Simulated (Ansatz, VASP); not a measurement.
## Hf: VASP beside Ansatz

```
Hf
1.0
     3.19670    0.00000    0.00000
    -1.59835    2.76842    0.00000
     0.00000    0.00000    5.05780
Hf
2
Direct
  0.66667 0.33333 0.75000
  0.33333 0.66667 0.25000
```

Alike in both runs: task single point; functional PBE; k mesh 4 × 4 × 2; occupations fermi-dirac, width 0.06 eV; no spin polarisation.

```csv
,VASP,Ansatz
version,VASP 6.6.1,Ansatz 0.2.0
potentials or method,"VASP PAW PBE potentials, release 64 (Hf_pv), cutoff 500 eV","all-electron LAPW, scalar-relativistic"
```

Ansatz gave:

| Property | Result |
| --- | --- |
| gap on the k mesh at the Fermi level (eV) | none |
| pressure (GPa) | 0.4 |
| traceless stress, the component that is largest in VASP (GPa) | -0.92 |

Question: Estimate VASP's values.

Answer: gap on the k mesh at the Fermi level (eV): none; pressure (GPa): -0.1; traceless stress, the component that is largest in VASP (GPa): -1.04.

A gap of «none» marks a metal or a gap that the smearing closes. Ansatz ran all-electron here, and VASP with PAW potentials.

The k mesh is coarse, so the values compare programs but aren't converged. Spin-orbit coupling is off throughout. Noted on Ansatz's run: the k mesh is thin for a metal, which can move the energy by tens of meV per atom.
